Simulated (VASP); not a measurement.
Runs of VASP 6.6.1 on NaCl. The structure is that of space group I4/mmm (No. 139), or close to it. The cells are those of the table. 

| cell | gap on the mesh (eV) | pressure (GPa) |
| --- | --- | --- |
| a = 4.008, b = 4.008, c = 4.165 Å, angles 58.7, 58.7, 62.6°, 2 atoms | 4.90 | -0.1 |
| a = 4.086, b = 4.086, c = 4.165 Å, angles 59.4, 59.4, 61.3°, 2 atoms | 4.77 | -1.2 |
| a = 3.848, b = 3.848, c = 4.005 Å, angles 58.6, 58.6, 62.7°, 2 atoms | (a) | 3.6 |
| a = 4.168, b = 4.168, c = 4.325 Å, angles 58.7, 58.7, 62.5°, 2 atoms | 4.52 | -2.2 |
| a = 3.765, b = 3.765, c = 3.845 Å, angles 59.3, 59.3, 61.4°, 2 atoms | 5.75 | 6.8 |
| a = 4.017, b = 4.017, c = 4.325 Å, angles 57.4, 57.4, 65.1°, 2 atoms | 4.79 | 0.3 |
| a = 3.932, b = 3.932, c = 3.684 Å, angles 62.1, 62.1, 55.9°, 2 atoms | (b) | 6.1 |
| a = 3.932, b = 3.932, c = 4.165 Å, angles 58.0, 58.0, 64.0°, 2 atoms | 5.05 | 1.6 |

Alike in all rows: task single point; level PBE; potentials or basis VASP PAW PBE potentials, release 64 (Na_pv, Cl); no spin polarisation; k mesh 8 × 8 × 8; cutoff (eV) 520; smearing gaussian 0.05 eV.

Problem. Fill in the values left out.

Solution. (a) 5.37; (b) 5.58.

Caveats: the stress differs along the axes, from 2 to 8 GPa (at least some runs); the cell stands under pressure (at least some runs); the stress differs along the axes, from -2 to 5 GPa (at least some runs); the stress differs along the axes, from 1 to 9 GPa (at least some runs); the stress differs along the axes, from -1 to 6 GPa (at least some runs).

A k mesh can miss the band edges.
